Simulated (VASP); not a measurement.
Here is a VASP 6.6.1 calculation.

The input INCAR:

```
SYSTEM = ZrC
ALGO     = Normal         ! electronic algorithm
EDIFF    = 1E-6           ! SCF threshold, eV
ENCUT    = 520            ! plane-wave cutoff, eV
GGA      = PS             ! functional
ISIF     = 2              ! what is computed and relaxed
ISMEAR   = 1              ! smearing method
LASPH    = .True.         ! aspherical terms in the spheres
LCHARG   = .True.         ! write CHGCAR
LELF     = .True.         ! ELF
LREAL    = .False.        ! projectors in reciprocal space
LVHAR    = .True.       
LWAVE    = .False.        ! write WAVECAR
NBANDS   = 15             ! bands
NELM     = 60             ! most SCF steps
PREC     = Accurate       ! precision mode
SIGMA    = 0.05           ! smearing width, eV
```

File KPOINTS:

```
k-points
0
Gamma
  8 8 8
  0 0 0
```

POSCAR

```
ZrC
1.0
    0.0000000000      2.2908514034      2.2908514034
    2.2908514034      0.0000000000      2.2908514034
    2.2908514034      2.2908514034      0.0000000000
Zr C
1 1
Direct
    0.5000000000      0.5000000000      0.5000000000
    0.0000000000      0.0000000000      0.0000000000
```

Potentials or basis: VASP PAW PBE potentials, release 64 (Zr_sv, C).

The run is started by

```console
$ cat potpaw_PBE.64/Zr_sv/POTCAR potpaw_PBE.64/C/POTCAR > POTCAR
$ mpirun -np 1 vasp_std > vasp.out
```

Q: Estimate the band gap on the k mesh.

A: Zero (band 8 reaches 11.37 eV, above the bottom of band 9 at 10.02 eV).

Q: What does it give for the pressure?

A: 15.4 GPa.

Caveat: the PAW data sets were made with another functional, which shifts forces and pressure a little.
